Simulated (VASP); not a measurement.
Runs of VASP 6.6.1 on MnAl3. Symmetry: Fm-3m, No. 225, cubic system. Conventional cell: a = 6.079 Å, b = 6.079 Å, c = 6.079 Å, α = 90.00°, β = 90.00°, γ = 90.00°. Within 3.5 Å of Al (site symmetry -43m) lie 10 Al at 2.63 to 3.04 Å and 4 Mn at 2.63 Å. Al (site symmetry m-3m) has 8 Al at 2.63 Å and 6 Mn at 3.04 Å within 3.5 Å. Within 3.5 Å of Mn (site symmetry m-3m) lie 14 Al at 2.63 to 3.04 Å. 

| fixed moment (μB) | pressure (GPa) | moment (μB) |
| --- | --- | --- |
| 1.25 | -0.6 | 1.25 |
| 0.62 | (b) | 0.62 |
| 1.88 | 1.6 | 1.88 |
| - | (a) | 1.50 |

Alike in all rows: task single point; level PBE; potentials or basis VASP PAW PBE potentials, release 64 (Al, Mn_pv); spin collinear, ferromagnetic start; cell as given; k mesh 12 × 12 × 12; cutoff (eV) 520; smearing gaussian 0.1 eV.

Problem. Estimate the missing entries.

Solution. (a) 0.0; (b) -1.9.

Caveats: the total moment is fixed, so each spin has its own Fermi level (at least some runs).
